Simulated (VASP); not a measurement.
# Rh (P6_3/mmc) in VASP: notebook

The runs below take Rh through single point, with r2SCAN.

All numbers are computed with VASP 6.6.1; they aren't measurements. Logs are shortened: lines on timing, memory, paths and dates and some standing lists are left out, and cuts for length are marked.

### 1 The cell of the first run

The structure is hexagonal, space group P6_3/mmc (No. 194). Conventional cell: a = 2.563 Å, b = 2.563 Å, c = 4.176 Å, α = 90.00°, β = 90.00°, γ = 120.00°. Within 3.4 Å of Rh (site symmetry -6m2) lie 12 Rh at 2.56 Å.

### 2 Single point, r2SCAN

POSCAR

```
Rh
1.0
    2.5629828035      0.0000000000      0.0000000000
   -1.2814914017      2.2196082173      0.0000000000
    0.0000000000      0.0000000000      4.1763461271
Rh
2
Direct
    0.3333333333      0.6666666667      0.2500000000
    0.6666666667      0.3333333333      0.7500000000
```

INCAR.step1

```
SYSTEM = Rh
ALGO     = Normal         ! electronic algorithm
EDIFF    = 1E-4           ! SCF threshold, eV
ENCUT    = 520            ! plane-wave cutoff, eV
GGA      = PE             ! functional
ISMEAR   = 0              ! smearing method
LASPH    = .TRUE.         ! aspherical terms in the spheres
LCHARG   = .FALSE.        ! write CHGCAR
LREAL    = .FALSE.        ! projectors in reciprocal space
LWAVE    = .TRUE.         ! write WAVECAR
NBANDS   = 22             ! bands
NELM     = 100            ! most SCF steps
PREC     = Accurate       ! precision mode
SIGMA    = 0.1            ! smearing width, eV
```

INCAR.step2

```
SYSTEM = Rh
ALGO     = Normal         ! electronic algorithm
EDIFF    = 1E-7           ! SCF threshold, eV
ENCUT    = 520            ! plane-wave cutoff, eV
ISIF     = 2              ! what is computed and relaxed
ISMEAR   = 0              ! smearing method
ISTART   = 1            
LASPH    = .TRUE.         ! aspherical terms in the spheres
LCHARG   = .FALSE.        ! write CHGCAR
LMIXTAU  = .TRUE.       
LREAL    = .FALSE.        ! projectors in reciprocal space
LWAVE    = .FALSE.        ! write WAVECAR
METAGGA  = R2SCAN         ! meta-GGA
NBANDS   = 22             ! bands
NELM     = 100            ! most SCF steps
PREC     = Accurate       ! precision mode
SIGMA    = 0.1            ! smearing width, eV
```

KPOINTS

```
k-points
0
G
  10 10 5
  0 0 0
```

Potentials or basis: VASP PAW PBE potentials, release 64 (Rh_pv).

The run is started by

```sh
$ cat potpaw_PBE.64/Rh_pv/POTCAR > POTCAR
$ cp INCAR.step1 INCAR
$ mpirun -np 1 vasp_std > vasp.out
$ cp INCAR.step2 INCAR
$ mpirun -np 1 vasp_std > vasp.out
```

OUTCAR:

```text
SYSTEM = Rh
   EDIFF = 1E-7
   ENCUT = 520
   ISIF = 2
   ISMEAR = 0
   ISTART = 1
   LASPH = .TRUE.
   LREAL = .FALSE.
   METAGGA = R2SCAN
   NELM = 100
   PREC = Accurate

 ion  position               nearest neighbor table
   1  0.333  0.667  0.250-   2 2.56   2 2.56   2 2.56   2 2.56   2 2.56   2 2.56
   2  0.667  0.333  0.750-   1 2.56   1 2.56   1 2.56   1 2.56   1 2.56   1 2.56

  LATTYP: Found a hexagonal cell.
 ALAT       =     2.5629828035
 C/A-ratio  =     1.6294865972

  Lattice vectors:

 A1 = (   2.5629828035,   0.0000000000,   0.0000000000)
 A2 = (  -1.2814914017,   2.2196082173,   0.0000000000)
 A3 = (   0.0000000000,   0.0000000000,   4.1763461271)

Analysis of symmetry for initial positions (statically):
=====================================================================
 Subroutine PRICEL returns:
 Original cell was already a primitive cell.

 Routine SETGRP: Setting up the symmetry group for a
 hexagonal supercell.

 Subroutine GETGRP returns: Found 24 space group operations
 (whereof 12 operations were pure point group operations)
 out of a pool of 24 trial point group operations.

The static configuration has the point symmetry D_3d.
 The point group associated with its full space group is D_6h.

Analysis of symmetry for dynamics (positions and initial velocities):
=====================================================================
 Subroutine PRICEL returns:
 Original cell was already a primitive cell.

 Routine SETGRP: Setting up the symmetry group for a
 hexagonal supercell.

 Subroutine GETGRP returns: Found 24 space group operations
 (whereof 12 operations were pure point group operations)
 out of a pool of 24 trial point group operations.

The dynamic configuration has the point symmetry D_3d.
 The point group associated with its full space group is D_6h.

 Subroutine INISYM returns: Found 24 space group operations
 (whereof 12 operations are pure point group operations),
 and found     1 'primitive' translations

----------------------------------------------------------------------------------------

                                     Primitive cell

  volume of cell :      23.7585

  direct lattice vectors                    reciprocal lattice vectors
     2.562982804  0.000000000  0.000000000     0.390170390  0.225264980  0.000000000
    -1.281491402  2.219608217  0.000000000     0.000000000  0.450529959  0.000000000
     0.000000000  0.000000000  4.176346127     0.000000000  0.000000000  0.239443755
[... 76 lines left out ...]
   ISTART =      1    job   : 0-new  1-cont  2-samecut
   ICHARG =      0    charge: 1-file 2-atom 10-const
   ISPIN  =      1    spin polarized calculation?
   LNONCOLLINEAR =      F non collinear calculations
   LSORBIT =      F    spin-orbit coupling
   LASPH  =      T    aspherical Exc in radial PAW
   ENCUT  =  520.0 eV  38.22 Ry    6.18 a.u.   4.77  4.77  7.77*2*pi/ulx,y,z
   NELM   =    100;   NELMIN=  2; NELMDL=  0     # of ELM steps
   EDIFF  = 0.1E-06   stopping-criterion for ELM
   LREAL  =      F    real-space projection
   EDIFFG = 0.1E-05   stopping-criterion for IOM
   NSW    =      0    number of steps for IOM
   IBRION =     -1    ionic relax: 0-MD 1-quasi-New 2-CG
   NFREE  =      0    steps in history (QN), initial steepest desc. (CG)
   ISIF   =      2    stress and relaxation
   ISYM   =      2    0-nonsym 1-usesym 2-fastsym
   POTIM  = 0.5000    time-step for ionic-motion
   TEBEG  =    0.0;   TEEND  =   0.0 temperature during run
   PSTRESS=    0.0 pullay stress
   NELECT =      30.0000    total number of electrons
   NUPDOWN=      -1.0000    fix difference up-down
   EMIN   =  10.00;   EMAX   =-10.00  energy-range for DOS
   EFERMI =   0.00;   METHOD = LEGACY
   ISMEAR =     0;   SIGMA  =   0.10  broadening in eV -4-tet -1-fermi 0-gaus
   EFERMI_NEDOS =   21; number of points for ismear=-14 and -15
   IALGO  =     38    algorithm
   IMIX   =      4    mixing-type and parameters
     AMIX     =   0.40;   BMIX     =  1.00
     AMIX_MAG =   1.60;   BMIX_MAG =  1.00
  volume/ion in A,a.u.               =      11.88        80.17
  Fermi-wavevector in a.u.,A,eV,Ry     =   1.769467  3.343807 42.600014  3.131013
  Thomas-Fermi vector in A             =   2.836450
   LORBIT       =      0    0 simple, 1 ext, 2 COOP (PROOUT), +10 PAW based schemes
   METAGGA = R2SCAN    functional components
   LHFCALC =     F    Hartree Fock is set to
   AEXX    =    0.0000 exact exchange contribution
   IVDW    =     0    specifies the selected vdW correction
   LEPSILON=     F    determine dielectric tensor
   LRPA    =     F    only Hartree local field effects (RPA)
 non-spin polarized calculation
 Gauss-broadening in eV      SIGMA  =   0.10
  energy-cutoff  :      520.00
  volume of cell :       23.76
 maximum number of plane-waves:       652
 NGX is ok and might be reduce to    20
   NGX =  9   NGY =  9   NGZ = 15

 number of electron      29.9999998 magnetization

 Free energy of the ion-electron system (eV)
  ---------------------------------------------------
  ext. energy  EPLUGINS =         0.00000000
  ---------------------------------------------------
  free energy    TOTEN  =       -47.52964117 eV

  energy without entropy =      -47.52037845  energy(sigma->0) =      -47.52500981

 E-fermi :  14.7731     XC(G=0): -16.3219

 val. band max:       14.7440351385   @ k =   0.3000   0.1000   0.4000
 cond. band min:      14.8169814667   @ k =   0.5000   0.0000   0.2000
 fundamental gap:      0.0729463283
 Fermi energy:        14.7730819020

 k-point     1 :       0.0000    0.0000    0.0000
  band No.  band energies     occupation
      1     -34.6850      2.00000
      2     -33.5690      2.00000
      3     -33.5690      2.00000
      4     -33.3940      2.00000
      5     -33.3940      2.00000
      6     -33.3901      2.00000
[... 589 lines left out ...]
     21      29.5220      0.00000
     22      31.0025      0.00000

 [... further k-points ...]
[... 5 lines left out ...]
  --------------------------------------------------------------------------------------
  -------------------------------------------------------------------------------------
  Total        9.2487368      9.2487368      9.2502187      0.0000000      0.0000000      0.0000000
  in kB      623.6982151    623.6982151    623.7981476      0.0000000      0.0000000      0.0000000
  external PRESSURE =     623.7315260 kB  Pullay stress =       0.0000000 kB

 VOLUME and BASIS-vectors are now :
 -----------------------------------------------------------------------------
  energy-cutoff  :      520.00
  volume of cell :       23.76
      direct lattice vectors                 reciprocal lattice vectors
     2.562982804  0.000000000  0.000000000     0.390170390  0.225264980  0.000000000
    -1.281491402  2.219608217  0.000000000     0.000000000  0.450529959  0.000000000
     0.000000000  0.000000000  4.176346127     0.000000000  0.000000000  0.239443755

 POSITION                                       TOTAL-FORCE (eV/Angst)
 -----------------------------------------------------------------------------------
     -0.00000      1.47974      1.04409         0.000000     -0.000000      0.000000
      1.28149      0.73987      3.13226        -0.000000      0.000000      0.000000
 -----------------------------------------------------------------------------------
    total drift:                               -0.000000      0.000000     -0.000000

  FREE ENERGIE OF THE ION-ELECTRON SYSTEM (eV)
  ---------------------------------------------------
  free  energy   TOTEN  =       -47.5296411726 eV

  energy  without entropy=      -47.5203784548  energy(sigma->0) =      -47.52500981
```

Wall time 88 s (1 thread of Intel Xeon 6975P-C, shared host); peak memory 0.15 GiB.

What came out:

* Free energy: -47.5296 eV
* Pressure: 62.4 GPa
* Band gap on the k mesh: zero (band 15 reaches 15.57 eV, above the bottom of band 16 at 12.60 eV)

Caveat: the PAW data sets were made with another functional, which shifts forces and pressure a little.

### 3 Single point, r2SCAN

This run uses another cell than the first one, of 12.35 Å³/atom, 1.040 times its volume.

POSCAR

```
Rh
1.0
    2.5969628258      0.0000000000      0.0000000000
   -1.2984814129      2.2490357798      0.0000000000
    0.0000000000      0.0000000000      4.2295115498
Rh
2
Direct
    0.3333333333      0.6666666667      0.2500000000
    0.6666666667      0.3333333333      0.7500000000
```

INCAR.step1

```
PREC = Accurate
ENCUT = 520
ISMEAR = 0
SIGMA = 0.1
LREAL = F
LASPH = T
NELM = 100
NBANDS = 22
GGA = PE
ALGO = Normal
EDIFF = 1E-4
LWAVE = T
LCHARG = F
```

INCAR.step2

```
PREC = Accurate
ENCUT = 520
EDIFF = 1E-6
ISMEAR = 0
SIGMA = 0.1
LREAL = F
LASPH = T
NELM = 100
ALGO = Normal
ISIF = 2
LWAVE = F
LCHARG = F
METAGGA = R2SCAN
LMIXTAU = T
NBANDS = 22
ISTART = 1
```

KPOINTS

```
Automatic mesh
0
Gamma
  10 10 5
```

Potentials or basis: VASP PAW PBE potentials, release 64 (Rh_pv).

The run is started by

```sh
$ cat potpaw_PBE.64/Rh_pv/POTCAR > POTCAR
$ cp INCAR.step1 INCAR
$ mpirun -np 1 vasp_std > vasp.out
$ cp INCAR.step2 INCAR
$ mpirun -np 1 vasp_std > vasp.out
```

Wall time 82 s (1 thread of Intel Xeon 6975P-C, shared host); peak memory 0.15 GiB.

The run converged. Its results:

| Property | Result |
| --- | --- |
| Free energy | -47.8360 eV |
| Pressure | 42.0 GPa |
| Band gap on the k mesh | zero (band 15 reaches 14.70 eV, above the bottom of band 16 at 11.90 eV) |

Levels at points of the mesh, in eV from the Fermi level:
| k point | band 13 | band 14 | band 15 | band 16 | band 17 | band 18 |
| --- | --- | --- | --- | --- | --- | --- |
| (0.00, 0.00, 0.00) | -3.12 | -2.31 | -2.31 | 0.15 | 0.15 | 0.69 |
| (0.50, 0.00, 0.00) | -2.52 | 0.56 | 0.75 | 0.93 | 3.61 | 6.09 |

Caveat: the PAW data sets were made with another functional, which shifts forces and pressure a little.
